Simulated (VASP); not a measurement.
## HgTe: single point with PBEsol+D4

The system is HgTe.

```
Hg Te
1.0
    -2.85891    2.85891    1.58096
     2.85891   -2.85891    1.58096
     2.85891    2.85891   -1.58096
Hg Te
1 1
Cartesian
  0.0000 2.8589 0.7905
  0.0000 0.0000 0.0000
```

```yaml
Program: VASP 6.6.1
Task: single point
Functional: PBEsol
Dispersion: D4
Potentials_or_basis: VASP PAW PBE potentials, release 64 (Hg, Te)
Cutoff: 520 eV
k_mesh: 10 × 10 × 10
Occupations: fermi-dirac, width 0.05 eV
Spin: no spin polarisation
Dipole_correction: no
Further_INCAR_settings: ALGO = Normal; EDIFF = 1e-06; NBANDS = 16
```

```
Pressure                   : 0.2 GPa
Band gap on the k mesh     : zero (bands 9 and 10 overlap by 4.26 eV)
Dispersion energy per atom : -0.292 eV
```

Levels at points of the mesh, in eV from the Fermi level:
| k point | band 7 | band 8 | band 9 | band 10 | band 11 | band 12 |
| --- | --- | --- | --- | --- | --- | --- |
| (0.00, 0.00, 0.00) | -3.06 | -2.63 | -2.63 | 2.95 | 4.64 | 7.80 |
| (0.50, 0.00, 0.00) | -4.90 | -2.33 | -1.63 | -0.60 | 3.43 | 3.59 |
| (0.50, 0.50, 0.00) | -6.57 | -0.58 | 2.08 | 2.25 | 2.43 | 3.44 |
| (0.50, 0.50, 0.50) | -5.08 | -5.08 | -4.77 | 2.43 | 6.06 | 9.46 |

Run time: 40 s on 1 thread of AMD EPYC 9R45 96-Core Processor (Zen 5), with other jobs on the host, peak memory 0.21 GiB.

Caveat: the PAW data sets were made with another functional, which shifts forces and pressure a little; spin-orbit coupling is left out, which moves the levels of the heavy elements.
